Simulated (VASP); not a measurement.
# BaTiO3 (P4mm) in VASP: further runs, part 2 of 3

VASP 6.6.1. The steps go on from the part before.

**3. Single point, revPBE**

This run uses another cell than the first one, of 13.37 Å³/atom.

Input file INCAR:

```
PREC     = Accurate       # precision mode
ENCUT    = 910            # plane-wave cutoff, eV
EDIFF    = 1E-6           # SCF threshold, eV
ISMEAR   = -1             # smearing method
SIGMA    = 0.05           # smearing width, eV
LREAL    = False          # projectors in reciprocal space
LASPH    = True           # aspherical terms in the spheres
NELM     = 120            # most SCF steps
ALGO     = Normal         # electronic algorithm
ISIF     = 2              # what is computed and relaxed
LWAVE    = False          # write WAVECAR
LCHARG   = False          # write CHGCAR
GGA      = RE             # functional
NBANDS   = 28             # bands
GGA_COMPAT= False
```

Input file KPOINTS:

```
regular mesh
0
Gamma
  7 7 7
```

Input file POSCAR:

```
BaTiO3
1.0
    4.0524349834      0.0000000000      0.0000000000
    0.0000000000      4.0524349834      0.0000000000
    0.0000000000      0.0000000000      4.0708744845
Ba Ti O
1 1 3
Direct
    0.0000000000      0.0000000000      0.0000000000
    0.5000000000      0.5000000000      0.4900000000
    0.0000000000      0.5000000000      0.5170000000
    0.5000000000      0.0000000000      0.5170000000
    0.5000000000      0.5000000000      0.0190000000
```

Potentials or basis: VASP PAW PBE potentials, release 64 (Ba_sv, Ti_sv, O_h).

Command:

```
> cat potpaw_PBE.64/Ba_sv/POTCAR potpaw_PBE.64/Ti_sv/POTCAR potpaw_PBE.64/O_h/POTCAR > POTCAR
> mpirun -np 1 vasp_std > vasp.out
```

OUTCAR:

```text
PREC = Accurate
   ENCUT = 910
   EDIFF = 1E-6
   ISMEAR = -1
   LREAL = False
   LASPH = True
   NELM = 120
   ISIF = 2
   GGA = RE

 ion  position               nearest neighbor table
   1  0.000  0.000  0.000-   3 2.82   4 2.82   3 2.82   4 2.82   5 2.87   5 2.87   5 2.87   5 2.87
                             4 2.92   3 2.92   4 2.92   3 2.92   2 3.49   2 3.49   2 3.49   2 3.49
   2  0.500  0.500  0.490-   5 1.92   4 2.03   3 2.03   4 2.03   3 2.03   5 2.15   1 3.49   1 3.49
                             1 3.49   1 3.49   1 3.54   1 3.54   1 3.54   1 3.54
   3  0.000  0.500  0.517-   2 2.03   2 2.03   1 2.82   1 2.82   1 2.92   1 2.92
   4  0.500  0.000  0.517-   2 2.03   2 2.03   1 2.82   1 2.82   1 2.92   1 2.92
   5  0.500  0.500  0.019-   2 1.92   2 2.15   1 2.87   1 2.87   1 2.87   1 2.87

  LATTYP: Found a simple tetragonal cell.
 ALAT       =     4.0524349834
 C/A-ratio  =     1.0045502275

  Lattice vectors:

 A1 = (   4.0524349834,   0.0000000000,   0.0000000000)
 A2 = (   0.0000000000,   4.0524349834,   0.0000000000)
 A3 = (   0.0000000000,   0.0000000000,   4.0708744845)

Analysis of symmetry for initial positions (statically):
=====================================================================
 Subroutine PRICEL returns:
 Original cell was already a primitive cell.

 Routine SETGRP: Setting up the symmetry group for a
 simple tetragonal supercell.

 Subroutine GETGRP returns: Found  8 space group operations
 (whereof  8 operations were pure point group operations)
 out of a pool of 16 trial point group operations.

The static configuration has the point symmetry C_4v.

Analysis of symmetry for dynamics (positions and initial velocities):
=====================================================================
 Subroutine PRICEL returns:
 Original cell was already a primitive cell.

 Routine SETGRP: Setting up the symmetry group for a
 simple tetragonal supercell.

 Subroutine GETGRP returns: Found  8 space group operations
 (whereof  8 operations were pure point group operations)
 out of a pool of 16 trial point group operations.

The dynamic configuration has the point symmetry C_4v.

 Subroutine INISYM returns: Found  8 space group operations
 (whereof  8 operations are pure point group operations),
 and found     1 'primitive' translations

----------------------------------------------------------------------------------------

                                     Primitive cell

  volume of cell :      66.8528

  direct lattice vectors                    reciprocal lattice vectors
     4.052434983  0.000000000  0.000000000     0.246765217  0.000000000  0.000000000
     0.000000000  4.052434983  0.000000000     0.000000000  0.246765217  0.000000000
     0.000000000  0.000000000  4.070874485     0.000000000  0.000000000  0.245647466

  length of vectors
     4.052434983  4.052434983  4.070874485     0.246765217  0.246765217  0.245647466

  position of ions in fractional coordinates (direct lattice)
     0.000000000  0.000000000  0.000000000
     0.500000000  0.500000000  0.490000000
     0.000000000  0.500000000  0.517000000
     0.500000000  0.000000000  0.517000000
     0.500000000  0.500000000  0.019000000
[... 32 lines left out ...]

 Found     40 irreducible k-points:

 Following reciprocal coordinates:
            Coordinates               Weight
  0.000000  0.000000  0.000000      1.000000
  0.142857  0.000000  0.000000      4.000000
  0.285714  0.000000  0.000000      4.000000
  0.428571  0.000000  0.000000      4.000000
  0.142857  0.142857  0.000000      4.000000
  0.285714  0.142857  0.000000      8.000000
[... 16 lines left out ...]
  0.285714  0.000000  0.285714      8.000000
  0.428571  0.000000  0.285714      8.000000
 [... further k-points ...]
   k-points           NKPTS =     40   k-points in BZ     NKDIM =     40   number of bands    NBANDS=     28
   number of dos      NEDOS =    301   number of ions     NIONS =      5
   total plane-waves  NPLWV =  64000
   dimension x,y,z NGX =    40 NGY =   40 NGZ =   40
   dimension x,y,z NGXF=    80 NGYF=   80 NGZF=   80
   ions per type =               1   1   3
   NGX,Y,Z   is equivalent  to a cutoff of  16.41, 16.41, 16.34 a.u.
   NGXF,Y,Z  is equivalent  to a cutoff of  32.82, 32.82, 32.67 a.u.
 SYSTEM =  unknown system
   PREC   = accura    normal or accurate (medium, high low for compatibility)
   ISTART =      0    job   : 0-new  1-cont  2-samecut
   ICHARG =      2    charge: 1-file 2-atom 10-const
   ISPIN  =      1    spin polarized calculation?
   LNONCOLLINEAR =      F non collinear calculations
   LSORBIT =      F    spin-orbit coupling
   LASPH  =      T    aspherical Exc in radial PAW
   ENCUT  =  910.0 eV  66.88 Ry    8.18 a.u.   9.97  9.97 10.01*2*pi/ulx,y,z
   NELM   =    120;   NELMIN=  2; NELMDL= -5     # of ELM steps
   EDIFF  = 0.1E-05   stopping-criterion for ELM
   LREAL  =      F    real-space projection
   EDIFFG = 0.1E-04   stopping-criterion for IOM
   NSW    =      0    number of steps for IOM
   IBRION =     -1    ionic relax: 0-MD 1-quasi-New 2-CG
   NFREE  =      0    steps in history (QN), initial steepest desc. (CG)
   ISIF   =      2    stress and relaxation
   ISYM   =      2    0-nonsym 1-usesym 2-fastsym
   POTIM  = 0.5000    time-step for ionic-motion
   TEBEG  =    0.0;   TEEND  =   0.0 temperature during run
   PSTRESS=    0.0 pullay stress
   NELECT =      40.0000    total number of electrons
   NUPDOWN=      -1.0000    fix difference up-down
   EMIN   =  10.00;   EMAX   =-10.00  energy-range for DOS
   EFERMI =   0.00;   METHOD = LEGACY
   ISMEAR =    -1;   SIGMA  =   0.05  broadening in eV -4-tet -1-fermi 0-gaus
   EFERMI_NEDOS =   21; number of points for ismear=-14 and -15
   IALGO  =     38    algorithm
   IMIX   =      4    mixing-type and parameters
     AMIX     =   0.40;   BMIX     =  1.00
     AMIX_MAG =   1.60;   BMIX_MAG =  1.00
  volume/ion in A,a.u.               =      13.37        90.23
  Fermi-wavevector in a.u.,A,eV,Ry     =   1.379500  2.606876 25.892144  1.903019
  Thomas-Fermi vector in A             =   2.504463
   LORBIT       =      0    0 simple, 1 ext, 2 COOP (PROOUT), +10 PAW based schemes
   GGA     = RE    functional components
   LHFCALC =     F    Hartree Fock is set to
   AEXX    =    0.0000 exact exchange contribution
   IVDW    =     0    specifies the selected vdW correction
   LEPSILON=     F    determine dielectric tensor
   LRPA    =     F    only Hartree local field effects (RPA)
 non-spin polarized calculation
  energy-cutoff  :      910.00
  volume of cell :       66.85
 maximum number of plane-waves:      4180
 NGX is ok and might be reduce to    40
   NGX = 19   NGY = 19   NGZ = 21

 number of electron      40.0000005 magnetization

 Free energy of the ion-electron system (eV)
  ---------------------------------------------------
  ext. energy  EPLUGINS =         0.00000000
  ---------------------------------------------------
  free energy    TOTEN  =       -38.26339590 eV

  energy without entropy =      -38.26339590  energy(sigma->0) =      -38.26339590

 E-fermi :   4.8750     XC(G=0): -10.8824

 val. band max:        3.9099652335   @ k =   0.4286   0.4286   0.4286
 cond. band min:       5.7227818317   @ k =   0.0000   0.0000   0.0000
 fundamental gap:      1.8128165982
 Fermi energy:         4.8750214647

 k-point     1 :       0.0000    0.0000    0.0000
  band No.  band energies     occupation
      1     -52.8754      2.00000
      2     -29.0384      2.00000
      3     -29.0129      2.00000
      4     -29.0129      2.00000
      5     -20.9957      2.00000
      6     -12.8962      2.00000
[... 733 lines left out ...]
     27      12.1616      0.00000
     28      12.6467      0.00000

 [... further k-points ...]

------------------------ aborting loop because EDIFF is reached ----------------------------------------

  FORCE on cell =-STRESS in cart. coord.  units (eV):
  Direction    XX          YY          ZZ          XY          YZ          ZX
  --------------------------------------------------------------------------------------
  -------------------------------------------------------------------------------------
  Total        0.0716990      0.0716990      0.4021050      0.0000000     -0.0000000      0.0000000
  in kB        1.7183187      1.7183187      9.6367418      0.0000000     -0.0000000      0.0000000
  external PRESSURE =       4.3577931 kB  Pullay stress =       0.0000000 kB

 VOLUME and BASIS-vectors are now :
 -----------------------------------------------------------------------------
  energy-cutoff  :      910.00
  volume of cell :       66.85
      direct lattice vectors                 reciprocal lattice vectors
     4.052434983  0.000000000  0.000000000     0.246765217  0.000000000  0.000000000
     0.000000000  4.052434983  0.000000000     0.000000000  0.246765217  0.000000000
     0.000000000  0.000000000  4.070874485     0.000000000  0.000000000  0.245647466

 POSITION                                       TOTAL-FORCE (eV/Angst)
 -----------------------------------------------------------------------------------
      0.00000      0.00000      0.00000         0.000000      0.000000      0.047468
      2.02622      2.02622      1.99473        -0.000000     -0.000000     -0.317235
      0.00000      2.02622      2.10464         0.000000      0.000000     -0.123298
      2.02622      0.00000      2.10464         0.000000      0.000000     -0.123298
      2.02622      2.02622      0.07735         0.000000      0.000000      0.516363
 -----------------------------------------------------------------------------------
    total drift:                                0.000000      0.000000      0.001335

  FREE ENERGIE OF THE ION-ELECTRON SYSTEM (eV)
  ---------------------------------------------------
  free  energy   TOTEN  =       -38.2633958970 eV

  energy  without entropy=      -38.2633958957  energy(sigma->0) =      -38.26339590
```

It took 2.4 min on 1 thread of Intel Xeon Platinum 8259CL at 2.50GHz (Skylake/Cascade Lake), shared host; peak memory 0.36 GiB.

What came out:

| Quantity | Value |
| --- | --- |
| Free energy | -38.2634 eV |
| Pressure | 0.4 GPa |
| Largest force | 0.516 eV/Å |
| Band gap on the k mesh | 1.81 eV (least direct gap 2.04 eV) |

Forces on the atoms (eV/Å):
```
Ba   0.000  0.000  0.047
Ti   0.000  0.000 -0.317
O    0.000  0.000 -0.123
O    0.000  0.000 -0.123
O    0.000  0.000  0.516
```

Stress tensor (GPa, compression positive):
```
0.17 0.00 0.00
0.00 0.17 0.00
0.00 0.00 0.96
```

Caveat: the cutoff is under 1.25 times the usual one of these potentials, so pressure, stress and relaxed cells hold a basis-set (Pulay) error; the PAW data sets were made with another functional, which shifts forces and pressure a little; spin-orbit coupling is left out, which moves the levels of the heavy elements; an odd mesh through Γ misses points on the zone boundary, where band edges can lie.

(Part 2 of 3 ends here.)
